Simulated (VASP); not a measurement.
MgO:

```
Mg O
1.0
     0.00000    2.10217    2.10217
     2.10217    0.00000    2.10217
     2.10217    2.10217    0.00000
Mg O
1 1
Direct
  0.00000 0.00000 0.00000
  0.50000 0.50000 0.50000
```

Base run:

```yaml
Program: VASP 6.6.1
Functional: HSE06
Potentials_or_basis: VASP PAW PBE potentials, release 64 (Mg, O)
Cutoff: 520 eV
k_mesh: 8 × 8 × 8
Occupations: gaussian, width 0.01 eV
Spin: no spin polarisation
```

Its results: band gap on the k mesh 6.50 eV; pressure -0.6 GPa.

Task: The run is repeated on the same cell with these changes: functional from HSE06 to r2SCAN; k mesh from 8 × 8 × 8 to 10 × 10 × 10. What comes out?

Result: Band gap on the k mesh 5.66 eV; pressure -1.1 GPa.

Several settings changed at once.

Caveats: the PAW data sets were made with another functional, which shifts forces and pressure a little.

